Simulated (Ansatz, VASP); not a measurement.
## Two plane-wave programs on SrB

```
CELL_PARAMETERS angstrom
2.47690 -2.47711 0.00000
2.47690 2.47711 0.00000
0.00000 0.00000 3.49692
ATOMIC_POSITIONS crystal
Sr 0.50000 0.50000 0.50000
B 0.00000 0.00000 0.00000
```

Change from the starting cell: species swapped into the CsRb type (Cmmm, No. 65).

Alike in both runs: functional PBE; k mesh 18 × 18 × 12; occupations gaussian, width 0.1 eV; no spin polarisation.

Ansatz relaxed the structure, and its values are those at the end. VASP's run is a single point on that final structure, the one shown.

|  | VASP | Ansatz |
| --- | --- | --- |
| version | VASP 6.6.1 | Ansatz 0.2.0 |
| potentials or method | VASP PAW PBE potentials, release 64 (Sr_sv, B), cutoff 520 eV | scalar-relativistic, plane waves, PAW |
| valence electrons in the cell | 13 | 13 |

Ansatz gave:

| Quantity | Value |
| --- | --- |
| gap on the k mesh at the Fermi level (eV) | none |
| pressure (GPa) | 0.0 |

**Question.** Which values does VASP return?

**Answer.** gap on the k mesh at the Fermi level (eV): none; pressure (GPa): 0.2.

A gap of «none» marks a metal or a gap that the smearing closes.
